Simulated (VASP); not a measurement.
Write the native input for VASP 6.6.1 that does the following.

* Task: single point
* Functional: PBE
* Potentials or basis: VASP PAW PBE potentials, release 64 (Ba_sv, Be)
* Cutoff: 520 eV
* k mesh: 6 × 6 × 6
* Occupations: gaussian, width 0.2 eV
* Spin: no spin polarisation
* Dipole correction: no
* Further INCAR settings: ALGO = Fast; EDIFF = 1e-06; NBANDS = 31

The structure of Ba2Be lies in POSCAR:

```
Ba2Be
1.0
    0.0000000000      3.9831632408      3.9831632408
    3.9831632408      3.9831632408      0.0000000000
   -3.9831632408      7.9663264815     -3.9831632408
Ba Be
4 2
Direct
    0.3750000000      0.3750000000      0.8750000000
    0.8750000000      0.8750000000      0.3750000000
    0.1250000000      0.1250000000      0.6250000000
    0.6250000000      0.6250000000      0.1250000000
    0.7500000000      0.7500000000      0.7500000000
    0.2500000000      0.2500000000      0.2500000000
```

One way to write it, as run:

INCAR

```
  PREC = Accurate
  ENCUT = 520
  EDIFF = 1E-6
  ISMEAR = 0
  SIGMA = 0.2
  LREAL = False
  LASPH = True
  NELM = 60
  ALGO = Fast
  ISIF = 2
  LWAVE = False
  LCHARG = False
  GGA = PE
  NBANDS = 31
```

KPOINTS

```
regular mesh
0
Gamma
  6 6 6
```

Potentials or basis: VASP PAW PBE potentials, release 64 (Ba_sv, Be).

The run is started by

```console
$ cat potpaw_PBE.64/Ba_sv/POTCAR potpaw_PBE.64/Be/POTCAR > POTCAR
$ mpirun -np 1 vasp_std > vasp.out
```

Results of the run:

The pressure is 0.2 GPa and the band gap on the k mesh is zero (bands 22 and 23 overlap by 0.70 eV).

Caveat: spin-orbit coupling is left out, which moves the levels of the heavy elements.

It took 7.2 min on 1 thread of Oxide Virtual Turin-like Processor, on a shared host, peak memory 0.45 GiB.
